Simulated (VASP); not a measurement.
Crystal: TiCo3.

```
Ti Co
1.0
     3.60000    0.00000    0.00000
     0.00000    3.60000    0.00000
     0.00000    0.00000    3.60000
Ti Co
1 3
Direct
  0.00000 0.00000 0.00000
  0.00000 0.50000 0.50000
  0.50000 0.00000 0.50000
  0.50000 0.50000 0.00000
```

Base run:

```yaml
Program: VASP 6.6.1
Functional: PBEsol
Potentials_or_basis: VASP PAW PBE potentials, release 64 (Ti_sv, Co)
Cutoff: 520 eV
k_mesh: 12 × 12 × 12
Occupations: gaussian, width 0.15 eV
Spin: collinear spin, ferromagnetic start
Starting_moments: "[0.8, 1.76, 1.76, 1.76] μB"
Fixed_moment: 6.08 μB
```

Its results: pressure 7.9 GPa; site moments Ti +0.34; Co +1.84 μB.

Problem. The run is repeated on the same cell with these changes: fixed moment from 6.08 μB to 1.52 μB; moments at the start from [0.8, 1.76, 1.76, 1.76] to [0.2, 0.44, 0.44, 0.44]. What comes out?

Solution. Pressure -11.7 GPa; site moments Ti -0.23; Co +0.60 μB.

Caveats: the PAW data sets were made with another functional, which shifts forces and pressure a little; the total moment is fixed, so each spin has its own Fermi level and the state may be an excited one; the cell stands under pressure (at least some runs); the cell stands under tension (at least some runs).
